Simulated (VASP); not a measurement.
# OsBr2 (P6_3/mmc) in VASP: single point with PBE

Aim: the single point of OsBr2 with PBE.

All numbers are computed with VASP 6.6.1; they aren't measurements. Logs are shortened: lines on timing, memory, paths and dates and some standing lists are left out, and cuts for length are marked.

### Step 1. The cell of the first run

The structure is hexagonal, space group P6_3/mmc (No. 194). The conventional cell has a = 3.642 Å, b = 3.642 Å, c = 14.482 Å, α = 90.00°, β = 90.00°, γ = 120.00°. Within 3.7 Å of Os (site symmetry -6m2) lie 6 Br at 2.73 Å and 6 Os at 3.64 Å. Br (site symmetry 3m) has 3 Os at 2.73 Å and 7 Br at 3.48 to 3.64 Å within 3.7 Å.

### Step 2. Single point, PBE, collinear spin

File INCAR:

```
PREC = Accurate
ENCUT = 520
EDIFF = 1E-6
ISMEAR = 0
SIGMA = 0.1
LREAL = False
LASPH = True
NELM = 150
ALGO = Normal
ISIF = 2
LWAVE = False
LCHARG = False
ISPIN = 2
MAGMOM = 1.08 1.08 0 0 0 0
LORBIT = 11
LMAXMIX = 4
GGA = PE
NBANDS = 35
```

File KPOINTS:

```
regular mesh
0
Gamma
  6 6 2
```

File POSCAR:

```
OsBr2
1.0
    3.6424828106      0.0000000000      0.0000000000
   -1.8212414053      3.1544826468      0.0000000000
    0.0000000000      0.0000000000     14.4823435756
Os Br
2 4
Direct
    0.3333333333      0.6666666667      0.2500000000
    0.6666666667      0.3333333333      0.7500000000
    0.3333333333      0.6666666667      0.6300159151
    0.6666666667      0.3333333333      0.1300159151
    0.3333333333      0.6666666667      0.8699840849
    0.6666666667      0.3333333333      0.3699840849
```

Potentials or basis: VASP PAW PBE potentials, release 64 (Os, Br).

The run is started by

```
$ cat potpaw_PBE.64/Os/POTCAR potpaw_PBE.64/Br/POTCAR > POTCAR
$ mpirun -np 1 vasp_std > vasp.out
```

OUTCAR:

```text
PREC = Accurate
   ENCUT = 520
   EDIFF = 1E-6
   ISMEAR = 0
   LREAL = False
   LASPH = True
   NELM = 150
   ISIF = 2
   ISPIN = 2
   LORBIT = 11
   GGA = PE

 ion  position               nearest neighbor table
   1  0.333  0.667  0.250-   4 2.73   6 2.73   4 2.73   6 2.73   4 2.73   6 2.73
   2  0.667  0.333  0.750-   3 2.73   5 2.73   3 2.73   5 2.73   3 2.73   5 2.73
   3  0.333  0.667  0.630-   2 2.73   2 2.73   2 2.73
   4  0.667  0.333  0.130-   1 2.73   1 2.73   1 2.73
   5  0.333  0.667  0.870-   2 2.73   2 2.73   2 2.73
   6  0.667  0.333  0.370-   1 2.73   1 2.73   1 2.73

  LATTYP: Found a hexagonal cell.
 ALAT       =     3.6424828106
 C/A-ratio  =     3.9759538558

  Lattice vectors:

 A1 = (   3.6424828106,   0.0000000000,   0.0000000000)
 A2 = (  -1.8212414053,   3.1544826468,   0.0000000000)
 A3 = (   0.0000000000,   0.0000000000,  14.4823435756)

Analysis of symmetry for initial positions (statically):
=====================================================================
 Subroutine PRICEL returns:
 Original cell was already a primitive cell.

 Routine SETGRP: Setting up the symmetry group for a
 hexagonal supercell.

 Subroutine GETGRP returns: Found 24 space group operations
 (whereof 12 operations were pure point group operations)
 out of a pool of 24 trial point group operations.

The static configuration has the point symmetry D_3d.
 The point group associated with its full space group is D_6h.

Analysis of symmetry for dynamics (positions and initial velocities):
=====================================================================
 Subroutine PRICEL returns:
 Original cell was already a primitive cell.

 Routine SETGRP: Setting up the symmetry group for a
 hexagonal supercell.

 Subroutine GETGRP returns: Found 24 space group operations
 (whereof 12 operations were pure point group operations)
 out of a pool of 24 trial point group operations.

The dynamic configuration has the point symmetry D_3d.
 The point group associated with its full space group is D_6h.

Analysis of structural, dynamic, and magnetic symmetry:
=====================================================================
 Subroutine PRICEL returns:
 Original cell was already a primitive cell.

 Routine SETGRP: Setting up the symmetry group for a
 hexagonal supercell.

 Subroutine GETGRP returns: Found 24 space group operations
 (whereof 12 operations were pure point group operations)
 out of a pool of 24 trial point group operations.

The overall configuration has the point symmetry D_3d.
 The point group associated with its full space group is D_6h.

 Subroutine INISYM returns: Found 24 space group operations
 (whereof 12 operations are pure point group operations),
 and found     1 'primitive' translations

----------------------------------------------------------------------------------------

                                     Primitive cell

  volume of cell :     166.4043

  direct lattice vectors                    reciprocal lattice vectors
     3.642482811  0.000000000  0.000000000     0.274538015  0.158504597  0.000000000
    -1.821241405  3.154482647  0.000000000     0.000000000  0.317009194  0.000000000
     0.000000000  0.000000000 14.482343576     0.000000000  0.000000000  0.069049598

  length of vectors
     3.642482811  3.642482811 14.482343576     0.317009194  0.317009194  0.069049598

  position of ions in fractional coordinates (direct lattice)
     0.333333333  0.666666667  0.250000000
     0.666666667  0.333333333  0.750000000
     0.333333333  0.666666667  0.630015915
     0.666666667  0.333333333  0.130015915
     0.333333333  0.666666667  0.869984085
     0.666666667  0.333333333  0.369984085

  ion indices of the primitive-cell ions
   primitive index   ion index
                 1           1
                 2           2
                 3           3
                 4           4
                 5           5
                 6           6

----------------------------------------------------------------------------------------

[... 36 lines left out ...]
  0.500000 -0.000000  0.500000      3.000000
  0.166667  0.166667  0.500000      6.000000
  0.333333  0.166667  0.500000     12.000000
  0.333333  0.333333  0.500000      2.000000
   k-points           NKPTS =     14   k-points in BZ     NKDIM =     14   number of bands    NBANDS=     35
   number of dos      NEDOS =    301   number of ions     NIONS =      6
   total plane-waves  NPLWV =  84672
   dimension x,y,z NGX =    28 NGY =   28 NGZ =  108
   dimension x,y,z NGXF=    56 NGYF=   56 NGZF=  216
   ions per type =               2   4
   NGX,Y,Z   is equivalent  to a cutoff of  12.78, 12.78, 12.40 a.u.
   NGXF,Y,Z  is equivalent  to a cutoff of  25.56, 25.56, 24.80 a.u.
 SYSTEM =  unknown system
   PREC   = accura    normal or accurate (medium, high low for compatibility)
   ISTART =      0    job   : 0-new  1-cont  2-samecut
   ICHARG =      2    charge: 1-file 2-atom 10-const
   ISPIN  =      2    spin polarized calculation?
   LNONCOLLINEAR =      F non collinear calculations
   LSORBIT =      F    spin-orbit coupling
   LASPH  =      T    aspherical Exc in radial PAW
   ENCUT  =  520.0 eV  38.22 Ry    6.18 a.u.   6.77  6.77 26.93*2*pi/ulx,y,z
   NELM   =    150;   NELMIN=  2; NELMDL= -5     # of ELM steps
   EDIFF  = 0.1E-05   stopping-criterion for ELM
   LREAL  =      F    real-space projection
   EDIFFG = 0.1E-04   stopping-criterion for IOM
   NSW    =      0    number of steps for IOM
   IBRION =     -1    ionic relax: 0-MD 1-quasi-New 2-CG
   NFREE  =      0    steps in history (QN), initial steepest desc. (CG)
   ISIF   =      2    stress and relaxation
   ISYM   =      2    0-nonsym 1-usesym 2-fastsym
   POTIM  = 0.5000    time-step for ionic-motion
   TEBEG  =    0.0;   TEEND  =   0.0 temperature during run
   PSTRESS=    0.0 pullay stress
   NELECT =      44.0000    total number of electrons
   NUPDOWN=      -1.0000    fix difference up-down
   EMIN   =  10.00;   EMAX   =-10.00  energy-range for DOS
   EFERMI =   0.00;   METHOD = LEGACY
   ISMEAR =     0;   SIGMA  =   0.10  broadening in eV -4-tet -1-fermi 0-gaus
   EFERMI_NEDOS =   21; number of points for ismear=-14 and -15
   IALGO  =     38    algorithm
   IMIX   =      4    mixing-type and parameters
     AMIX     =   0.40;   BMIX     =  1.00
     AMIX_MAG =   1.60;   BMIX_MAG =  1.00
  volume/ion in A,a.u.               =      27.73       187.16
  Fermi-wavevector in a.u.,A,eV,Ry     =   1.050762  1.985652 15.022194  1.104100
  Thomas-Fermi vector in A             =   2.185778
   LORBIT       =     11    0 simple, 1 ext, 2 COOP (PROOUT), +10 PAW based schemes
   GGA     = PE    functional components
   LHFCALC =     F    Hartree Fock is set to
   AEXX    =    0.0000 exact exchange contribution
   IVDW    =     0    specifies the selected vdW correction
   LEPSILON=     F    determine dielectric tensor
   LRPA    =     F    only Hartree local field effects (RPA)
 spin polarized calculation
 Gauss-broadening in eV      SIGMA  =   0.10
  energy-cutoff  :      520.00
  volume of cell :      166.40
 maximum number of plane-waves:      4506
 NGX is ok and might be reduce to    28
   NGX = 13   NGY = 13   NGZ = 53

 number of electron      43.9999994 magnetization       7.7822162

 Free energy of the ion-electron system (eV)
  ---------------------------------------------------
  ext. energy  EPLUGINS =         0.00000000
  ---------------------------------------------------
  free energy    TOTEN  =       -23.54229723 eV

  energy without entropy =      -23.53073041  energy(sigma->0) =      -23.53651382

 E-fermi :   3.0045     XC(G=0):  -8.9921

 val. band max:        2.9948693012   @ k =   0.3333   0.1667   0.0000
 cond. band min:       3.1124925175   @ k =   0.1667   0.1667   0.0000
 fundamental gap:      0.1176232163
 Fermi energy:         3.0045398115

 spin component 1

 k-point     1 :       0.0000    0.0000    0.0000
  band No.  band energies     occupation
      1     -13.8116      1.00000
      2     -13.7595      1.00000
      3     -13.3230      1.00000
      4     -13.2576      1.00000
      5      -4.0845      1.00000
      6      -3.7778      1.00000
[... 507 lines left out ...]
     33      10.8779      0.00000
     34      10.8779      0.00000
 Fermi energy:         3.0045398115

 spin component 2

 k-point     1 :       0.0000    0.0000    0.0000
  band No.  band energies     occupation
      1     -13.4925      1.00000
      2     -13.4399      1.00000
      3     -13.0157      1.00000
      4     -12.9501      1.00000
      5      -3.5751      1.00000
      6      -3.2253      1.00000
[... 507 lines left out ...]
     33      11.2065      0.00000
     34      11.2065      0.00000
 [bands above 34 left out]

------------------------ aborting loop because EDIFF is reached ----------------------------------------

  FORCE on cell =-STRESS in cart. coord.  units (eV):
  Direction    XX          YY          ZZ          XY          YZ          ZX
  --------------------------------------------------------------------------------------
  -------------------------------------------------------------------------------------
  Total       -0.0453357     -0.0453357      0.2630179      0.0000000      0.0000000      0.0000000
  in kB       -0.4365024     -0.4365024      2.5323944      0.0000000      0.0000000      0.0000000
  external PRESSURE =       0.5531299 kB  Pullay stress =       0.0000000 kB

 VOLUME and BASIS-vectors are now :
 -----------------------------------------------------------------------------
  energy-cutoff  :      520.00
  volume of cell :      166.40
      direct lattice vectors                 reciprocal lattice vectors
     3.642482811  0.000000000  0.000000000     0.274538015  0.158504597  0.000000000
    -1.821241405  3.154482647  0.000000000     0.000000000  0.317009194  0.000000000
     0.000000000  0.000000000 14.482343576     0.000000000  0.000000000  0.069049598

 POSITION                                       TOTAL-FORCE (eV/Angst)
 -----------------------------------------------------------------------------------
     -0.00000      2.10299      3.62059         0.000000      0.000000      0.000000
      1.82124      1.05149     10.86176         0.000000     -0.000000      0.000000
     -0.00000      2.10299      9.12411         0.000000     -0.000000     -0.006311
      1.82124      1.05149      1.88294        -0.000000      0.000000     -0.006311
     -0.00000      2.10299     12.59941         0.000000     -0.000000      0.006311
      1.82124      1.05149      5.35824        -0.000000      0.000000      0.006311
 -----------------------------------------------------------------------------------
    total drift:                                0.000000     -0.000000      0.000000

  FREE ENERGIE OF THE ION-ELECTRON SYSTEM (eV)
  ---------------------------------------------------
  free  energy   TOTEN  =       -23.5422972320 eV

  energy  without entropy=      -23.5307304096  energy(sigma->0) =      -23.53651382

 total charge

# of ion       s       p       d       tot
------------------------------------------
    1        0.385   0.314   5.855   6.554
    2        0.385   0.314   5.855   6.554
    3        1.622   3.160   0.042   4.825
    4        1.622   3.160   0.042   4.825
    5        1.622   3.160   0.042   4.825
    6        1.622   3.160   0.042   4.825
--------------------------------------------------
tot          7.259  13.270  11.880  32.409

 magnetization (x)

# of ion       s       p       d       tot
------------------------------------------
    1        0.043   0.017   2.968   3.028
    2        0.043   0.017   2.968   3.028
    3        0.021   0.245   0.011   0.278
    4        0.021   0.245   0.011   0.278
    5        0.021   0.245   0.011   0.278
    6        0.021   0.245   0.011   0.278
--------------------------------------------------
tot          0.171   1.015   5.982   7.168
```

Wall time 7.4 min (1 thread of Intel Xeon 8259CL, shared host); peak memory 0.41 GiB.

What came out:

```
Free energy                                           : -23.5423 eV
Pressure                                              : 0.1 GPa
Largest force                                         : 0.006 eV/Å
Net moment                                            : 7.78 μB per cell
Site moments                                          : Os +3.03; Br +0.28 μB
Valence electrons inside the program's atomic spheres : Os 6.55; Br 4.83
```

Forces on the atoms (eV/Å):
```
Os   0.000  0.000  0.000
Os   0.000  0.000  0.000
Br   0.000  0.000 -0.006
Br   0.000  0.000 -0.006
Br   0.000  0.000  0.006
Br   0.000  0.000  0.006
```

Caveat: spin-orbit coupling is left out, which moves the levels of the heavy elements; this functional lacks dispersion, which binds layers or chains, so the pressure and a relaxed spacing across them are unreliable.
